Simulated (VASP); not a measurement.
Write the native input for VASP 6.6.1 that does the following.

```
Task                   : single point
Functional             : LDA
Potentials or basis    : VASP PAW LDA potentials, release 64 (Sc_sv)
Cutoff                 : 500 eV
k mesh                 : 16 × 16 × 9
Occupations            : fermi-dirac, width 0.1 eV
Spin                   : no spin polarisation
Dipole correction      : no
Further INCAR settings : ALGO = Normal; EDIFF = 1e-06; NBANDS = 18
```

The structure of Sc lies in POSCAR:

```
Sc
1.0
    3.2269060027      0.0000000000      0.0000000000
   -1.6134530014      2.7945825740      0.0000000000
    0.0000000000      0.0000000000      5.0094253455
Sc
2
Direct
    0.3333333333      0.6666666667      0.2500000000
    0.6666666667      0.3333333333      0.7500000000
```

The input as run:

INCAR

```
PREC = Accurate
ENCUT = 500
EDIFF = 1E-6
ISMEAR = -1
SIGMA = 0.1
LREAL = F
LASPH = T
NELM = 120
ALGO = Normal
ISIF = 2
LWAVE = F
LCHARG = T
LELF = T
LVHAR = T
NBANDS = 18
GGA_COMPAT = F
```

KPOINTS

```
regular mesh
0
Gamma
  16 16 9
```

Potentials or basis: VASP PAW LDA potentials, release 64 (Sc_sv).

Launch:

```console
$ cat potpaw_LDA.64/Sc_sv/POTCAR > POTCAR
$ mpirun -np 1 vasp_std > vasp.out
```

It gave:

| Property | Result |
| --- | --- |
| Pressure | 0.1 GPa |
| Band gap on the k mesh | zero (band 11 reaches 4.93 eV, above the bottom of band 12 at 3.38 eV) |

It took 29 s on 1 thread of Intel(R) Xeon(R) 6975P-C (Granite Rapids), on a shared host, peak memory 0.2 GiB.
